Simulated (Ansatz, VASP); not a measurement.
## One calculation of AlB3P4, two programs

```
Al B P
1.0
     3.33021    0.00000    0.00000
    -1.66511    2.88405    0.00000
     0.00000    0.00000   11.41191
Al B P
1 3 4
Direct
  0.66667 0.33333 0.75548
  0.66667 0.33333 0.25176
  0.33333 0.66667 0.02015
  0.33333 0.66667 0.48210
  0.66667 0.33333 0.42639
  0.66667 0.33333 0.96414
  0.33333 0.66667 0.19505
  0.33333 0.66667 0.65494
```

Alike in both runs: task relaxation of cell and atoms; functional PBE; k mesh 12 × 12 × 4; occupations gaussian, width 0.1 eV; no spin polarisation.

|  | VASP | Ansatz |
| --- | --- | --- |
| version | VASP 6.6.1 | Ansatz 0.2.0 |
| potentials or method | VASP PAW PBE potentials, release 64 (Al, B, P), cutoff 600 eV | scalar-relativistic, plane waves, PAW |
| valence electrons in the cell | 32 | 32 |

```tsv
	VASP	Ansatz	Ansatz less VASP
gap on the k mesh at the Fermi level, each at its own relaxed structure (eV)	none	none	-
relaxed volume (Å³/atom)	13.74	13.75	+0.018
relaxed length of the cell vector where the two differ most in proportion (Å)	11.401	11.406	+0.0052
```

A gap of «none» marks a metal or a gap that the smearing closes.
